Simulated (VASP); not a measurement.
# PbS (Fm-3m) in VASP: further runs

Runs on PbS. Level: PBE. Tasks: single point.

Everything below comes from runs of VASP 6.6.1. Logs are shortened: lines on timing, memory, paths and dates and some standing lists are left out, and cuts for length are marked.

## (1) The cell of the first run

The structure is cubic, space group Fm-3m (No. 225). The conventional cell has a = 6.008 Å, b = 6.008 Å, c = 6.008 Å, α = 90.00°, β = 90.00°, γ = 90.00°. Pb (site symmetry m-3m) has 6 S at 3.00 Å within 4.0 Å. S (site symmetry m-3m) has 6 Pb at 3.00 Å within 4.0 Å.

## (2) Single point, PBE

Input file INCAR:

```
PREC = Accurate ; ENCUT = 520
EDIFF = 1E-6 ; ISMEAR = 0
SIGMA = 0.05 ; LREAL = False
LASPH = True ; NELM = 100
ALGO = Normal ; ISIF = 2
LWAVE = False ; LCHARG = False
GGA = PE ; NBANDS = 17
```

Input file KPOINTS:

```
Automatic mesh
0
Gamma
  6 6 6
```

Input file POSCAR:

```
PbS
1.0
    0.0000000000      3.0040111313      3.0040111313
    3.0040111313      0.0000000000      3.0040111313
    3.0040111313      3.0040111313      0.0000000000
Pb S
1 1
Direct
    0.0000000000      0.0000000000      0.0000000000
    0.5000000000      0.5000000000      0.5000000000
```

Potentials or basis: VASP PAW PBE potentials, release 64 (Pb_d, S).

On the command line:

```
> cat potpaw_PBE.64/Pb_d/POTCAR potpaw_PBE.64/S/POTCAR > POTCAR
> mpirun -np 1 vasp_std > vasp.out
```

OUTCAR:

```text
PREC = Accurate
   ENCUT = 520
   EDIFF = 1E-6
   ISMEAR = 0
   LREAL = False
   LASPH = True
   NELM = 100
   ISIF = 2
   GGA = PE

 ion  position               nearest neighbor table
   1  0.000  0.000  0.000-   2 3.00   2 3.00   2 3.00   2 3.00   2 3.00   2 3.00
   2  0.500  0.500  0.500-   1 3.00   1 3.00   1 3.00   1 3.00   1 3.00   1 3.00

  LATTYP: Found a face centered cubic cell.
 ALAT       =     6.0080222626

  Lattice vectors:

 A1 = (   0.0000000000,   3.0040111313,   3.0040111313)
 A2 = (   3.0040111313,   0.0000000000,   3.0040111313)
 A3 = (   3.0040111313,   3.0040111313,   0.0000000000)

Analysis of symmetry for initial positions (statically):
=====================================================================
 Subroutine PRICEL returns:
 Original cell was already a primitive cell.

 Routine SETGRP: Setting up the symmetry group for a
 face centered cubic supercell.

 Subroutine GETGRP returns: Found 48 space group operations
 (whereof 48 operations were pure point group operations)
 out of a pool of 48 trial point group operations.

The static configuration has the point symmetry O_h .

Analysis of symmetry for dynamics (positions and initial velocities):
=====================================================================
 Subroutine PRICEL returns:
 Original cell was already a primitive cell.

 Routine SETGRP: Setting up the symmetry group for a
 face centered cubic supercell.

 Subroutine GETGRP returns: Found 48 space group operations
 (whereof 48 operations were pure point group operations)
 out of a pool of 48 trial point group operations.

The dynamic configuration has the point symmetry O_h .

 Subroutine INISYM returns: Found 48 space group operations
 (whereof 48 operations are pure point group operations),
 and found     1 'primitive' translations

----------------------------------------------------------------------------------------

                                     Primitive cell

  volume of cell :      54.2169

  direct lattice vectors                    reciprocal lattice vectors
     0.000000000  3.004011131  3.004011131    -0.166444124  0.166444124  0.166444124
     3.004011131  0.000000000  3.004011131     0.166444124 -0.166444124  0.166444124
     3.004011131  3.004011131  0.000000000     0.166444124  0.166444124 -0.166444124

  length of vectors
     4.248313283  4.248313283  4.248313283     0.288289679  0.288289679  0.288289679

  position of ions in fractional coordinates (direct lattice)
     0.000000000  0.000000000  0.000000000
     0.500000000  0.500000000  0.500000000

  ion indices of the primitive-cell ions
   primitive index   ion index
                 1           1
                 2           2

----------------------------------------------------------------------------------------

 KPOINTS: Automatic mesh

Automatic generation of k-mesh.
 Grid dimensions read from file:
 generate k-points for:    6    6    6

 Generating k-lattice:

  Cartesian coordinates                     Fractional coordinates (reciprocal lattice)
    -0.027740687  0.027740687  0.027740687     0.166666667  0.000000000  0.000000000
     0.027740687 -0.027740687  0.027740687     0.000000000  0.166666667  0.000000000
     0.027740687  0.027740687 -0.027740687     0.000000000  0.000000000  0.166666667

  Length of vectors
     0.048048280  0.048048280  0.048048280

  Shift w.r.t. Gamma in fractional coordinates (k-lattice)
     0.000000000  0.000000000  0.000000000

 Subroutine IBZKPT returns following result:
 ===========================================

 Found     16 irreducible k-points:

 Following reciprocal coordinates:
            Coordinates               Weight
  0.000000  0.000000  0.000000      1.000000
  0.166667  0.000000  0.000000      8.000000
  0.333333  0.000000  0.000000      8.000000
  0.500000  0.000000  0.000000      4.000000
  0.166667  0.166667  0.000000      6.000000
  0.333333  0.166667  0.000000     24.000000
[... 8 lines left out ...]
 -0.333333  0.333333  0.166667     24.000000
 -0.333333  0.500000  0.166667     12.000000
   k-points           NKPTS =     16   k-points in BZ     NKDIM =     16   number of bands    NBANDS=     17
   number of dos      NEDOS =    301   number of ions     NIONS =      2
   total plane-waves  NPLWV =  32768
   dimension x,y,z NGX =    32 NGY =   32 NGZ =   32
   dimension x,y,z NGXF=    64 NGYF=   64 NGZF=   64
   ions per type =               1   1
   NGX,Y,Z   is equivalent  to a cutoff of  12.52, 12.52, 12.52 a.u.
   NGXF,Y,Z  is equivalent  to a cutoff of  25.04, 25.04, 25.04 a.u.
 SYSTEM =  unknown system
   PREC   = accura    normal or accurate (medium, high low for compatibility)
   ISTART =      0    job   : 0-new  1-cont  2-samecut
   ICHARG =      2    charge: 1-file 2-atom 10-const
   ISPIN  =      1    spin polarized calculation?
   LNONCOLLINEAR =      F non collinear calculations
   LSORBIT =      F    spin-orbit coupling
   LASPH  =      T    aspherical Exc in radial PAW
   ENCUT  =  520.0 eV  38.22 Ry    6.18 a.u.   7.90  7.90  7.90*2*pi/ulx,y,z
   NELM   =    100;   NELMIN=  2; NELMDL= -5     # of ELM steps
   EDIFF  = 0.1E-05   stopping-criterion for ELM
   LREAL  =      F    real-space projection
   EDIFFG = 0.1E-04   stopping-criterion for IOM
   NSW    =      0    number of steps for IOM
   IBRION =     -1    ionic relax: 0-MD 1-quasi-New 2-CG
   NFREE  =      0    steps in history (QN), initial steepest desc. (CG)
   ISIF   =      2    stress and relaxation
   ISYM   =      2    0-nonsym 1-usesym 2-fastsym
   POTIM  = 0.5000    time-step for ionic-motion
   TEBEG  =    0.0;   TEEND  =   0.0 temperature during run
   PSTRESS=    0.0 pullay stress
   NELECT =      20.0000    total number of electrons
   NUPDOWN=      -1.0000    fix difference up-down
   EMIN   =  10.00;   EMAX   =-10.00  energy-range for DOS
   EFERMI =   0.00;   METHOD = LEGACY
   ISMEAR =     0;   SIGMA  =   0.05  broadening in eV -4-tet -1-fermi 0-gaus
   EFERMI_NEDOS =   21; number of points for ismear=-14 and -15
   IALGO  =     38    algorithm
   IMIX   =      4    mixing-type and parameters
     AMIX     =   0.40;   BMIX     =  1.00
     AMIX_MAG =   1.60;   BMIX_MAG =  1.00
  volume/ion in A,a.u.               =      27.11       182.94
  Fermi-wavevector in a.u.,A,eV,Ry     =   1.174104  2.218735 18.755911  1.378521
  Thomas-Fermi vector in A             =   2.310507
   LORBIT       =      0    0 simple, 1 ext, 2 COOP (PROOUT), +10 PAW based schemes
   GGA     = PE    functional components
   LHFCALC =     F    Hartree Fock is set to
   AEXX    =    0.0000 exact exchange contribution
   IVDW    =     0    specifies the selected vdW correction
   LEPSILON=     F    determine dielectric tensor
   LRPA    =     F    only Hartree local field effects (RPA)
 non-spin polarized calculation
 Gauss-broadening in eV      SIGMA  =   0.05
  energy-cutoff  :      520.00
  volume of cell :       54.22
 maximum number of plane-waves:      1476
   NGX = 15   NGY = 15   NGZ = 15

 number of electron      20.0000003 magnetization

 Free energy of the ion-electron system (eV)
  ---------------------------------------------------
  ext. energy  EPLUGINS =         0.00000000
  ---------------------------------------------------
  free energy    TOTEN  =        -8.77117645 eV

  energy without entropy =       -8.77117645  energy(sigma->0) =       -8.77117645

 E-fermi :   5.5040     XC(G=0):  -9.5034

 val. band max:        5.2851578119   @ k =   0.5000   0.0000   0.0000
 cond. band min:       5.7841033496   @ k =   0.5000   0.0000   0.0000
 fundamental gap:      0.4989455377
 Fermi energy:         5.5040252424

 k-point     1 :       0.0000    0.0000    0.0000
  band No.  band energies     occupation
      1     -11.4407      2.00000
      2     -11.4407      2.00000
      3     -11.4407      2.00000
      4     -11.4234      2.00000
      5     -11.4234      2.00000
      6      -7.9343      2.00000
[... 9 lines left out ...]
     16      12.1515      0.00000
     17      14.0902      0.00000

 k-point     2 :       0.1667    0.0000    0.0000
  band No.  band energies     occupation
      1     -11.4395      2.00000
      2     -11.4375      2.00000
      3     -11.4375      2.00000
      4     -11.4231      2.00000
      5     -11.4231      2.00000
      6      -7.7153      2.00000
[... 9 lines left out ...]
     16      12.7360      0.00000
     17      15.7882      0.00000

 k-point     3 :       0.3333    0.0000    0.0000
  band No.  band energies     occupation
      1     -11.4467      2.00000
      2     -11.4467      2.00000
      3     -11.4377      2.00000
      4     -11.4070      2.00000
      5     -11.4070      2.00000
      6      -7.1654      2.00000
[... 9 lines left out ...]
     16      14.1192      0.00000
     17      17.3774      0.00000

 k-point     4 :       0.5000    0.0000    0.0000
  band No.  band energies     occupation
      1     -11.4527      2.00000
      2     -11.4527      2.00000
      3     -11.4371      2.00000
      4     -11.3976      2.00000
      5     -11.3976      2.00000
      6      -6.7866      2.00000
[... 9 lines left out ...]
     16      15.5084      0.00000
     17      15.7949      0.00000
[... 183 lines left out ...]
      1     -11.4874      2.00000
      2     -11.4411      2.00000
      3     -11.4284      2.00000
      4     -11.4043      2.00000
      5     -11.4024      2.00000
      6      -6.7490      2.00000
[... 9 lines left out ...]
     16      15.9278      0.00000
     17      16.2004      0.00000

 k-point    15 :      -0.3333    0.3333    0.1667
  band No.  band energies     occupation
      1     -11.4961      2.00000
      2     -11.4335      2.00000
      3     -11.4211      2.00000
      4     -11.4210      2.00000
      5     -11.3943      2.00000
      6      -6.4857      2.00000
[... 9 lines left out ...]
     16      16.7297      0.00000
     17      17.0333      0.00000

 k-point    16 :      -0.3333    0.5000    0.1667
  band No.  band energies     occupation
      1     -11.5230      2.00000
      2     -11.4444      2.00000
      3     -11.4151      2.00000
      4     -11.4075      2.00000
      5     -11.3882      2.00000
      6      -6.3881      2.00000
[... 9 lines left out ...]
     16      17.0535      0.00000
     17      17.6078      0.00000

------------------------ aborting loop because EDIFF is reached ----------------------------------------

  FORCE on cell =-STRESS in cart. coord.  units (eV):
  Direction    XX          YY          ZZ          XY          YZ          ZX
  --------------------------------------------------------------------------------------
  -------------------------------------------------------------------------------------
  Total       -0.0227642     -0.0227642     -0.0227642      0.0000000      0.0000000      0.0000000
  in kB       -0.6727110     -0.6727110     -0.6727110      0.0000000      0.0000000      0.0000000
  external PRESSURE =      -0.6727110 kB  Pullay stress =       0.0000000 kB

 VOLUME and BASIS-vectors are now :
 -----------------------------------------------------------------------------
  energy-cutoff  :      520.00
  volume of cell :       54.22
      direct lattice vectors                 reciprocal lattice vectors
     0.000000000  3.004011131  3.004011131    -0.166444124  0.166444124  0.166444124
     3.004011131  0.000000000  3.004011131     0.166444124 -0.166444124  0.166444124
     3.004011131  3.004011131  0.000000000     0.166444124  0.166444124 -0.166444124

 POSITION                                       TOTAL-FORCE (eV/Angst)
 -----------------------------------------------------------------------------------
      0.00000      0.00000      0.00000         0.000000      0.000000      0.000000
      3.00401      3.00401      3.00401        -0.000000      0.000000     -0.000000
 -----------------------------------------------------------------------------------
    total drift:                                0.000000     -0.000000     -0.000000

  FREE ENERGIE OF THE ION-ELECTRON SYSTEM (eV)
  ---------------------------------------------------
  free  energy   TOTEN  =        -8.7711764494 eV

  energy  without entropy=       -8.7711764494  energy(sigma->0) =       -8.77117645
```

Wall time 8.7 s (1 thread of Intel Xeon 6975P-C, shared host); peak memory 0.17 GiB.

What came out:

```
Free energy            : -8.7712 eV
Pressure               : -0.1 GPa
Band gap on the k mesh : 0.50 eV, direct
```

Caveat: spin-orbit coupling is left out, which moves the levels of the heavy elements. A k mesh can miss the band edges.

## (3) Single point, PBE

This run uses another cell than the first one, of 27.82 Å³/atom, 1.026 times its volume.

Input file INCAR:

```
PREC = Accurate
ENCUT = 520
EDIFF = 1E-6
ISMEAR = 0
SIGMA = 0.05
LREAL = F
LASPH = T
NELM = 80
ALGO = Normal
ISIF = 2
LWAVE = F
LCHARG = F
GGA = PE
NBANDS = 17
```

Input file KPOINTS:

```
regular mesh
0
Gamma
  6 6 6
```

Input file POSCAR:

```
PbS
1.0
    0.0000000000      3.0300000000      3.0300000000
    3.0300000000      0.0000000000      3.0300000000
    3.0300000000      3.0300000000      0.0000000000
Pb S
1 1
Direct
    0.0000000000      0.0000000000      0.0000000000
    0.5000000000      0.5000000000      0.5000000000
```

Potentials or basis: VASP PAW PBE potentials, release 64 (Pb_d, S).

On the command line:

```
> cat potpaw_PBE.64/Pb_d/POTCAR potpaw_PBE.64/S/POTCAR > POTCAR
> mpirun -np 1 vasp_std > vasp.out
```

Wall time 8.3 s (1 thread of Intel Xeon 6975P-C, shared host); peak memory 0.17 GiB.

The run converged. Its results:

| Property | Result |
| --- | --- |
| Free energy | -8.7653 eV |
| Pressure | -1.4 GPa |
| Band gap on the k mesh | 0.58 eV, direct |

Levels at points of the mesh, in eV from the valence-band top:
```tsv
k point	band 7	band 8	band 9	band 10	band 11	band 12	band 13	band 14
(0.00, 0.00, 0.00)	-6.09	-1.80	-1.80	-1.80	5.08	5.08	5.08	6.95
(0.50, 0.00, 0.00)	-8.43	-1.46	-1.46	0.00	0.58	2.15	2.15	8.64
(0.50, 0.50, 0.00)	-7.06	-4.60	-2.97	-2.97	4.20	5.42	5.50	5.50
```

Caveat: spin-orbit coupling is left out, which moves the levels of the heavy elements. A k mesh can miss the band edges.
